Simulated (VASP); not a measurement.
# Hf2TaN3 (R-3m) in VASP: single point with PBE

Aim: the single point of Hf2TaN3 with PBE.

Program: VASP 6.6.1. These are calculated values, not measurements. Logs are shortened: lines on timing, memory, paths and dates and some standing lists are left out, and cuts for length are marked.

### Step 1. The cell of the first run

Symmetry: R-3m, No. 166, trigonal system. Conventional cell: a = 5.588 Å, b = 5.588 Å, c = 9.025 Å, α = 90.00°, β = 90.00°, γ = 120.00°. Within 2.8 Å of Hf (site symmetry 3m) lie 3 N at 2.10 Å. Ta (site symmetry -3m) has 6 N at 2.21 Å and 2 Hf at 2.85 Å within 2.9 Å. Within 2.8 Å of N (site symmetry 2/m) lie 2 Hf at 2.10 Å and 2 Ta at 2.21 Å and 4 N at 2.79 Å.

### Step 2. Single point, PBE

The input, INCAR:

```
SYSTEM = Hf2TaN3
  PREC = Accurate
  ENCUT = 520
  EDIFF = 1E-6
  ISMEAR = 0
  SIGMA = 0.1
  LREAL = .False.
  LASPH = .True.
  NELM = 60
  ALGO = Normal
  ISIF = 2
  LWAVE = .False.
  LCHARG = .False.
  GGA = PE
  NBANDS = 32
```

The input, KPOINTS:

```
Automatic mesh
0
Gamma
  12 12 12
  0 0 0
```

The input, POSCAR:

```
Hf2TaN3
1.0
    2.7940809017      1.6131633607      3.0081756453
   -2.7940809017      1.6131633607      3.0081756453
    0.0000000000     -3.2263267215      3.0081756453
Hf Ta N
2 1 3
Direct
    0.1841593999      0.1841593999      0.1841593999
    0.8158406001      0.8158406001      0.8158406001
    0.5000000000      0.5000000000      0.5000000000
    0.0000000000      0.5000000000      0.5000000000
    0.5000000000      0.0000000000      0.5000000000
    0.5000000000      0.5000000000      0.0000000000
```

Potentials or basis: VASP PAW PBE potentials, release 64 (Hf_pv, Ta_pv, N).

Command:

```sh
cat potpaw_PBE.64/Hf_pv/POTCAR potpaw_PBE.64/Ta_pv/POTCAR potpaw_PBE.64/N/POTCAR > POTCAR
mpirun -np 1 vasp_std > vasp.out
```

OUTCAR:

```text
SYSTEM = Hf2TaN3
   PREC = Accurate
   ENCUT = 520
   EDIFF = 1E-6
   ISMEAR = 0
   LREAL = .False.
   LASPH = .True.
   NELM = 60
   ISIF = 2
   GGA = PE

 ion  position               nearest neighbor table
   1  0.184  0.184  0.184-   6 2.10   5 2.10   4 2.10   3 2.85   3 3.23   3 3.23   3 3.23   2 3.24
                             2 3.24   2 3.24   2 3.32
   2  0.816  0.816  0.816-   6 2.10   5 2.10   4 2.10   3 2.85   3 3.23   3 3.23   3 3.23   1 3.24
                             1 3.24   1 3.24   1 3.32
   3  0.500  0.500  0.500-   4 2.21   5 2.21   5 2.21   4 2.21   6 2.21   6 2.21   1 2.85   2 2.85
                             2 3.23   1 3.23   2 3.23   1 3.23   2 3.23   1 3.23
   4  0.000  0.500  0.500-   1 2.10   2 2.10   3 2.21   3 2.21
   5  0.500  0.000  0.500-   1 2.10   2 2.10   3 2.21   3 2.21
   6  0.500  0.500  0.000-   1 2.10   2 2.10   3 2.21   3 2.21

  LATTYP: Found a trigonal (rhomboedric) cell.
 ALAT       =     4.4111568581
 COS(alpha) =     0.1975777793

  Lattice vectors:

 A1 = (   2.7940809017,   1.6131633607,   3.0081756453)
 A2 = (  -2.7940809017,   1.6131633607,   3.0081756453)
 A3 = (   0.0000000000,  -3.2263267215,   3.0081756453)

Analysis of symmetry for initial positions (statically):
=====================================================================
 Subroutine PRICEL returns:
 Original cell was already a primitive cell.

 Routine SETGRP: Setting up the symmetry group for a
 trigonal (rhombohedral) supercell.

 Subroutine GETGRP returns: Found 12 space group operations
 (whereof 12 operations were pure point group operations)
 out of a pool of 12 trial point group operations.

The static configuration has the point symmetry D_3d.

Analysis of symmetry for dynamics (positions and initial velocities):
=====================================================================
 Subroutine PRICEL returns:
 Original cell was already a primitive cell.

 Routine SETGRP: Setting up the symmetry group for a
 trigonal (rhombohedral) supercell.

 Subroutine GETGRP returns: Found 12 space group operations
 (whereof 12 operations were pure point group operations)
 out of a pool of 12 trial point group operations.

The dynamic configuration has the point symmetry D_3d.

 Subroutine INISYM returns: Found 12 space group operations
 (whereof 12 operations are pure point group operations),
 and found     1 'primitive' translations

----------------------------------------------------------------------------------------

                                     Primitive cell

  volume of cell :      81.3527

  direct lattice vectors                    reciprocal lattice vectors
     2.794080902  1.613163361  3.008175645     0.178949722  0.103316670  0.110809132
    -2.794080902  1.613163361  3.008175645    -0.178949722  0.103316670  0.110809132
     0.000000000 -3.226326721  3.008175645     0.000000000 -0.206633340  0.110809132

  length of vectors
     4.411156858  4.411156858  4.411156858     0.234469616  0.234469616  0.234469616

  position of ions in fractional coordinates (direct lattice)
     0.184159400  0.184159400  0.184159400
     0.815840600  0.815840600  0.815840600
     0.500000000  0.500000000  0.500000000
     0.000000000  0.500000000  0.500000000
     0.500000000  0.000000000  0.500000000
     0.500000000  0.500000000  0.000000000

  ion indices of the primitive-cell ions
   primitive index   ion index
                 1           1
                 2           2
                 3           3
                 4           4
                 5           5
                 6           6

----------------------------------------------------------------------------------------

 KPOINTS: Automatic mesh

Automatic generation of k-mesh.
 Grid dimensions read from file:
 generate k-points for:   12   12   12

 Generating k-lattice:

  Cartesian coordinates                     Fractional coordinates (reciprocal lattice)
     0.014912477  0.008609723  0.009234094     0.083333333  0.000000000  0.000000000
    -0.014912477  0.008609723  0.009234094     0.000000000  0.083333333  0.000000000
     0.000000000 -0.017219445  0.009234094     0.000000000  0.000000000  0.083333333

  Length of vectors
     0.019539135  0.019539135  0.019539135

  Shift w.r.t. Gamma in fractional coordinates (k-lattice)
     0.000000000  0.000000000  0.000000000

 Subroutine IBZKPT returns following result:
 ===========================================

 Found    189 irreducible k-points:

 Following reciprocal coordinates:
            Coordinates               Weight
  0.000000  0.000000  0.000000      1.000000
  0.083333 -0.000000 -0.000000      6.000000
  0.166667  0.000000  0.000000      6.000000
  0.250000  0.000000  0.000000      6.000000
  0.333333  0.000000  0.000000      6.000000
  0.416667  0.000000  0.000000      6.000000
[... 16 lines left out ...]
  0.500000  0.166667  0.000000     12.000000
 -0.416667  0.166667  0.000000     12.000000
 [... further k-points ...]
   k-points           NKPTS =    189   k-points in BZ     NKDIM =    189   number of bands    NBANDS=     32
   number of dos      NEDOS =    301   number of ions     NIONS =      6
   total plane-waves  NPLWV =  46656
   dimension x,y,z NGX =    36 NGY =   36 NGZ =   36
   dimension x,y,z NGXF=    72 NGYF=   72 NGZF=   72
   ions per type =               2   1   3
   NGX,Y,Z   is equivalent  to a cutoff of  13.57, 13.57, 13.57 a.u.
   NGXF,Y,Z  is equivalent  to a cutoff of  27.14, 27.14, 27.14 a.u.
 SYSTEM =  Hf2TaN3
   PREC   = accura    normal or accurate (medium, high low for compatibility)
   ISTART =      0    job   : 0-new  1-cont  2-samecut
   ICHARG =      2    charge: 1-file 2-atom 10-const
   ISPIN  =      1    spin polarized calculation?
   LNONCOLLINEAR =      F non collinear calculations
   LSORBIT =      F    spin-orbit coupling
   LASPH  =      T    aspherical Exc in radial PAW
   ENCUT  =  520.0 eV  38.22 Ry    6.18 a.u.   8.20  8.20  8.20*2*pi/ulx,y,z
   NELM   =     60;   NELMIN=  2; NELMDL= -5     # of ELM steps
   EDIFF  = 0.1E-05   stopping-criterion for ELM
   LREAL  =      F    real-space projection
   EDIFFG = 0.1E-04   stopping-criterion for IOM
   NSW    =      0    number of steps for IOM
   IBRION =     -1    ionic relax: 0-MD 1-quasi-New 2-CG
   NFREE  =      0    steps in history (QN), initial steepest desc. (CG)
   ISIF   =      2    stress and relaxation
   ISYM   =      2    0-nonsym 1-usesym 2-fastsym
   POTIM  = 0.5000    time-step for ionic-motion
   TEBEG  =    0.0;   TEEND  =   0.0 temperature during run
   PSTRESS=    0.0 pullay stress
   NELECT =      46.0000    total number of electrons
   NUPDOWN=      -1.0000    fix difference up-down
   EMIN   =  10.00;   EMAX   =-10.00  energy-range for DOS
   EFERMI =   0.00;   METHOD = LEGACY
   ISMEAR =     0;   SIGMA  =   0.10  broadening in eV -4-tet -1-fermi 0-gaus
   EFERMI_NEDOS =   21; number of points for ismear=-14 and -15
   IALGO  =     38    algorithm
   IMIX   =      4    mixing-type and parameters
     AMIX     =   0.40;   BMIX     =  1.00
     AMIX_MAG =   1.60;   BMIX_MAG =  1.00
  volume/ion in A,a.u.               =      13.56        91.50
  Fermi-wavevector in a.u.,A,eV,Ry     =   1.353745  2.558207 24.934382  1.832625
  Thomas-Fermi vector in A             =   2.480975
   LORBIT       =      0    0 simple, 1 ext, 2 COOP (PROOUT), +10 PAW based schemes
   GGA     = PE    functional components
   LHFCALC =     F    Hartree Fock is set to
   AEXX    =    0.0000 exact exchange contribution
   IVDW    =     0    specifies the selected vdW correction
   LEPSILON=     F    determine dielectric tensor
   LRPA    =     F    only Hartree local field effects (RPA)
 non-spin polarized calculation
 Gauss-broadening in eV      SIGMA  =   0.10
  energy-cutoff  :      520.00
  volume of cell :       81.35
 maximum number of plane-waves:      2231
 NGX is ok and might be reduce to    36
   NGX = 17   NGY = 17   NGZ = 17

 number of electron      45.9999999 magnetization

 Free energy of the ion-electron system (eV)
  ---------------------------------------------------
  ext. energy  EPLUGINS =         0.00000000
  ---------------------------------------------------
  free energy    TOTEN  =       -60.53054794 eV

  energy without entropy =      -60.51578369  energy(sigma->0) =      -60.52316582

 E-fermi :   6.4405     XC(G=0): -11.8300

 val. band max:        6.4271226200   @ k =   0.2500   0.2500   0.0833
 cond. band min:       6.4455037731   @ k =   0.2500   0.1667   0.0833
 fundamental gap:      0.0183811531
 Fermi energy:         6.4404748047

 k-point     1 :       0.0000    0.0000    0.0000
  band No.  band energies     occupation
      1     -29.0430      2.00000
      2     -29.0430      2.00000
      3     -29.0281      2.00000
      4     -25.1362      2.00000
      5     -25.1362      2.00000
      6     -24.9540      2.00000
[... 24 lines left out ...]
     31      10.3005      0.00000
     32      10.3005      0.00000

 k-point     2 :       0.0833   -0.0000   -0.0000
  band No.  band energies     occupation
      1     -29.0438      2.00000
      2     -29.0430      2.00000
      3     -29.0290      2.00000
      4     -25.1351      2.00000
      5     -25.1327      2.00000
      6     -24.9520      2.00000
[... 24 lines left out ...]
     31      10.3287      0.00000
     32      10.4344      0.00000
[... 733 lines left out ...]
     31       9.9675      0.00000
     32      10.2329      0.00000

 k-point    24 :      -0.4167    0.1667    0.0000
  band No.  band energies     occupation
      1     -29.0602      2.00000
      2     -29.0461      2.00000
      3     -29.0373      2.00000
      4     -25.1497      2.00000
      5     -25.0496      2.00000
      6     -24.9903      2.00000
[... 24 lines left out ...]
     31      10.0284      0.00000
     32      10.0345      0.00000

 [... further k-points ...]

------------------------ aborting loop because EDIFF is reached ----------------------------------------

  FORCE on cell =-STRESS in cart. coord.  units (eV):
  Direction    XX          YY          ZZ          XY          YZ          ZX
  --------------------------------------------------------------------------------------
  -------------------------------------------------------------------------------------
  Total       -0.3375269     -0.3375269     -0.4894152      0.0000000      0.0000000      0.0000000
  in kB       -6.6473287     -6.6473287     -9.6386504      0.0000000      0.0000000      0.0000000
  external PRESSURE =      -7.6444359 kB  Pullay stress =       0.0000000 kB

 VOLUME and BASIS-vectors are now :
 -----------------------------------------------------------------------------
  energy-cutoff  :      520.00
  volume of cell :       81.35
      direct lattice vectors                 reciprocal lattice vectors
     2.794080902  1.613163361  3.008175645     0.178949722  0.103316670  0.110809132
    -2.794080902  1.613163361  3.008175645    -0.178949722  0.103316670  0.110809132
     0.000000000 -3.226326721  3.008175645     0.000000000 -0.206633340  0.110809132

 POSITION                                       TOTAL-FORCE (eV/Angst)
 -----------------------------------------------------------------------------------
      0.00000     -0.00000      1.66195        -0.000000     -0.000000      0.137516
      0.00000     -0.00000      7.36258        -0.000000      0.000000     -0.137516
      0.00000     -0.00000      4.51226         0.000000      0.000000      0.000000
     -1.39704     -0.80658      3.00818        -0.000000      0.000000      0.000000
      1.39704     -0.80658      3.00818         0.000000      0.000000     -0.000000
      0.00000      1.61316      3.00818         0.000000      0.000000      0.000000
 -----------------------------------------------------------------------------------
    total drift:                               -0.000000     -0.000000      0.000000

  FREE ENERGIE OF THE ION-ELECTRON SYSTEM (eV)
  ---------------------------------------------------
  free  energy   TOTEN  =       -60.5305479390 eV

  energy  without entropy=      -60.5157836944  energy(sigma->0) =      -60.52316582
```

Run time: 6.5 min. Hardware: 1 thread of Intel Xeon Platinum 8259CL at 2.50GHz (Skylake/Cascade Lake), shared host; peak memory 0.55 GiB.

Results:

```yaml
Free_energy: -60.5305 eV
Pressure: -0.8 GPa
Largest_force: 0.138 eV/Å
Band_gap_on_the_k_mesh: zero (band 23 reaches 7.04 eV, above the bottom of band 24 at 5.49 eV)
```

Forces on the atoms (eV/Å):
```
Hf   0.000  0.000  0.138
Hf   0.000  0.000 -0.138
Ta   0.000  0.000  0.000
N    0.000  0.000  0.000
N    0.000  0.000  0.000
N    0.000  0.000  0.000
```

Caveat: spin-orbit coupling is left out, which moves the levels of the heavy elements.
